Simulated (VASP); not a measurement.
# MgO (I4mm) in VASP: further runs, part 2 of 2

VASP 6.6.1. Earlier steps stand in the parts before.

### 3 Single point, PBEsol (all O atoms moved +0.025 Å, as atom 2 along Cartesian [0 0 1])

The input, INCAR:

```
PREC = Accurate ; ENCUT = 520
EDIFF = 1E-6 ; ISMEAR = 0
SIGMA = 0.05 ; LREAL = F
LASPH = T ; NELM = 100
ALGO = Normal ; ISIF = 2
LWAVE = F ; LCHARG = F
GGA = PS ; NBANDS = 11
```

The input, KPOINTS:

```
Automatic mesh
0
Gamma
  10 10 10
```

The input, POSCAR:

```
MgO
1.0
    0.0000000000      2.1351500000      2.1351500000
    2.1351500000      0.0000000000      2.1351500000
    2.1351500000      2.1351500000      0.0000000000
Mg O
1 1
Direct
    0.0000000000      0.0000000000      0.0000000000
    0.5058543896      0.5058543896      0.4941456104
```

Potentials or basis: VASP PAW PBE potentials, release 64 (Mg, O).

Command:

```sh
> cat potpaw_PBE.64/Mg/POTCAR potpaw_PBE.64/O/POTCAR > POTCAR
> mpirun -np 1 vasp_std > vasp.out
```

Wall time 9.7 s (1 thread of Intel Xeon 6975P-C, shared host); peak memory 0.15 GiB.

The run converged. Its results:

* Free energy: -12.4955 eV
* Pressure: -6.3 GPa
* Largest force: 0.111 eV/Å
* Band gap on the k mesh: 4.25 eV, direct

Forces on the atoms (eV/Å):
```
Mg   0.000  0.000  0.111
O    0.000  0.000 -0.111
```

Stress tensor (GPa, compression positive):
```
-6.34  0.00  0.00
 0.00 -6.34  0.00
 0.00  0.00 -6.15
```

Levels at points of the mesh, in eV from the valence-band top:
```
           k point  band 1  band 2  band 3  band 4  band 5  band 6  band 7  band 8
(0.00, 0.00, 0.00)  -17.00    0.00    0.00    0.00    4.25   15.40   15.41   15.41
(0.50, 0.00, 0.00)  -15.79   -4.50   -0.62   -0.62    7.49   12.04   15.76   15.76
(0.50, 0.50, 0.00)  -15.54   -3.98   -1.31   -1.31    8.87    9.44   12.55   18.23
(0.00, 0.50, 0.50)  -15.54   -3.98   -1.31   -1.31    8.88    9.44   12.55   18.23
```

Caveat: the cell differs from its parent crystal (all O atoms moved +0.025 Å, as atom 2 along Cartesian [0 0 1]); the PAW data sets were made with another functional, which shifts forces and pressure a little.

### 4 Single point, PBEsol (all O atoms moved +0.087 Å, as atom 2 along Cartesian [0 0 1])

The input, INCAR:

```
SYSTEM = MgO
PREC     = Accurate       ! precision mode
ENCUT    = 520            ! plane-wave cutoff, eV
EDIFF    = 1E-7           ! SCF threshold, eV
ISMEAR   = 0              ! smearing method
SIGMA    = 0.05           ! smearing width, eV
LREAL    = .False.        ! projectors in reciprocal space
LASPH    = .True.         ! aspherical terms in the spheres
NELM     = 100            ! most SCF steps
ALGO     = Normal         ! electronic algorithm
ISIF     = 2              ! what is computed and relaxed
LWAVE    = .False.        ! write WAVECAR
LCHARG   = .False.        ! write CHGCAR
GGA      = PS             ! functional
NBANDS   = 11             ! bands
```

The input, KPOINTS:

```
Automatic mesh
0
Gamma
  10 10 10
  0 0 0
```

Changes to POSCAR since step 3:

```diff
@@ -9,2 +9,2 @@
     0.0000000000      0.0000000000      0.0000000000
-    0.5058543896      0.5058543896      0.4941456104
+    0.5204903637      0.5204903637      0.4795096363
```

Potentials or basis: VASP PAW PBE potentials, release 64 (Mg, O).

Command:

```sh
> cat potpaw_PBE.64/Mg/POTCAR potpaw_PBE.64/O/POTCAR > POTCAR
> mpirun -np 1 vasp_std > vasp.out
```

OUTCAR:

```text
SYSTEM = MgO
   PREC = Accurate
   ENCUT = 520
   EDIFF = 1E-7
   ISMEAR = 0
   LREAL = .False.
   LASPH = .True.
   NELM = 100
   ISIF = 2
   GGA = PS

 ion  position               nearest neighbor table
   1  0.000  0.000  0.000-   2 2.05   2 2.14   2 2.14   2 2.14   2 2.14   2 2.22
   2  0.520  0.520  0.480-   1 2.05   1 2.14   1 2.14   1 2.14   1 2.14   1 2.22

  LATTYP: Found a face centered cubic cell.
 ALAT       =     4.2703000000

  Lattice vectors:

 A1 = (   0.0000000000,   2.1351500000,   2.1351500000)
 A2 = (   2.1351500000,   0.0000000000,   2.1351500000)
[... 522 lines left out ...]

  FORCE on cell =-STRESS in cart. coord.  units (eV):
  Direction    XX          YY          ZZ          XY          YZ          ZX
  --------------------------------------------------------------------------------------
  -------------------------------------------------------------------------------------
  Total       -0.7827186     -0.7827186     -0.4987788      0.0000000      0.0000000      0.0000000
  in kB      -64.4170864    -64.4170864    -41.0490774      0.0000000      0.0000000      0.0000000
  external PRESSURE =     -56.6277501 kB  Pullay stress =       0.0000000 kB

 VOLUME and BASIS-vectors are now :
 -----------------------------------------------------------------------------
  energy-cutoff  :      520.00
  volume of cell :       19.47
      direct lattice vectors                 reciprocal lattice vectors
     0.000000000  2.135150000  2.135150000    -0.234175585  0.234175585  0.234175585
     2.135150000  0.000000000  2.135150000     0.234175585 -0.234175585  0.234175585
     2.135150000  2.135150000  0.000000000     0.234175585  0.234175585 -0.234175585

 POSITION                                       TOTAL-FORCE (eV/Angst)
 -----------------------------------------------------------------------------------
      0.00000      0.00000      0.00000         0.000000      0.000000      0.408500
      2.13515      2.13515      2.22265         0.000000      0.000000     -0.408500
 -----------------------------------------------------------------------------------
    total drift:                                0.000000      0.000000     -0.000217

  FREE ENERGIE OF THE ION-ELECTRON SYSTEM (eV)
  ---------------------------------------------------
  free  energy   TOTEN  =       -12.4794729913 eV

  energy  without entropy=      -12.4794729913  energy(sigma->0) =      -12.47947299
```

stdout:

```text
POSCAR found type information on POSCAR MgO
 POSCAR found :  2 types and       2 ions
 scaLAPACK will be used
 -----------------------------------------------------------------------------
|                                                                             |
|                                                                             |
|     You enforced a specific xc type in the INCAR file but a different       |
|     I HOPE YOU KNOW WHAT YOU ARE DOING!                                     |
|                                                                             |
 -----------------------------------------------------------------------------

 LDA part: xc-table for (Slater+PW92), standard interpolation
 POSCAR, INCAR and KPOINTS ok, starting setup
 FFT: planning ... GRIDC
 FFT: planning ... GRID_SOFT
 FFT: planning ... GRID
 WAVECAR not read
 entering main loop
```

Run time: 10 s. Hardware: 1 thread of Intel Xeon 6975P-C, shared host; peak memory 0.15 GiB.

Results:

* Free energy: -12.4795 eV
* Pressure: -5.7 GPa
* Largest force: 0.408 eV/Å
* Band gap on the k mesh: 4.25 eV, direct

Forces on the atoms (eV/Å):
```
Mg   0.000  0.000  0.408
O    0.000  0.000 -0.408
```

Caveat: the cell differs from its parent crystal (all O atoms moved +0.087 Å, as atom 2 along Cartesian [0 0 1]); the PAW data sets were made with another functional, which shifts forces and pressure a little.
